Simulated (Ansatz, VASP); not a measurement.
**One calculation of SnO, two programs**

```
Sn O
1.0
     3.80776    0.00000    0.00000
     0.00000    3.80776    0.00000
     0.00000    0.00000    4.93834
Sn O
2 2
Cartesian
  1.9039 0.0000 1.1472
  0.0000 1.9039 3.7911
  0.0000 0.0000 0.0000
  1.9039 1.9039 0.0000
```

Alike in both runs: functional r2SCAN; k mesh 10 × 10 × 8; occupations gaussian, width 0.02 eV; no spin polarisation.

Ansatz relaxed the structure, and its values are those at the end. VASP's run is a single point on that final structure, the one shown.

|  | VASP | Ansatz |
| --- | --- | --- |
| version | VASP 6.6.1 | Ansatz 0.2.0 |
| potentials or method | VASP PAW PBE potentials, release 64 (Sn_d, O) | scalar-relativistic, plane waves, PAW |
| plane-wave cutoff (eV) | 520 | 500 |
| valence electrons in the cell | 40 | 40 |

VASP gave:

```
pressure (GPa)                     : 0.6
rms of the force components (eV/Å) : 0.059
```

Task: What did Ansatz give for the same quantities?

Result: Pressure (GPa): 0.0; rms of the force components (eV/Å): 0.000.

VASP's potentials were made for PBE, not for r2SCAN. With one functional, cell and mesh, what is left measures potentials, basis and numerics.
